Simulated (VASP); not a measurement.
Runs of VASP 6.6.1 on Ti2B. The structure is tetragonal, space group I4/mcm (No. 140). Conventional cell: a = 5.658 Å, b = 5.658 Å, c = 4.737 Å, α = 90.00°, β = 90.00°, γ = 90.00°. Ti (site symmetry m2m) has 4 B at 2.42 Å and 11 Ti at 2.63 to 3.01 Å within 3.2 Å. B (site symmetry 422) has 2 B at 2.37 Å and 8 Ti at 2.42 Å within 3.1 Å. 

```csv
k mesh,gap on the mesh (eV),pressure (GPa),largest force (eV/Å)
8 × 8 × 8,none,0.7,(b)
5 × 5 × 5,none,(a),0.12
6 × 6 × 6,none,0.7,0.17
4 × 4 × 4,none,0.7,0.24
3 × 3 × 3,none,0.3,-
```

Alike in all rows: task single point; level PBE; potentials or basis VASP PAW PBE potentials, release 64 (Ti_sv, B); no spin polarisation; cell as given; cutoff (eV) 520; smearing fermi-dirac 0.1 eV.

Problem. Estimate the missing entries.

Solution. (a) 0.8; (b) 0.15.

Caveats: some runs use coarse meshes.

A gap of «none» marks levels without a gap at the run's occupations.
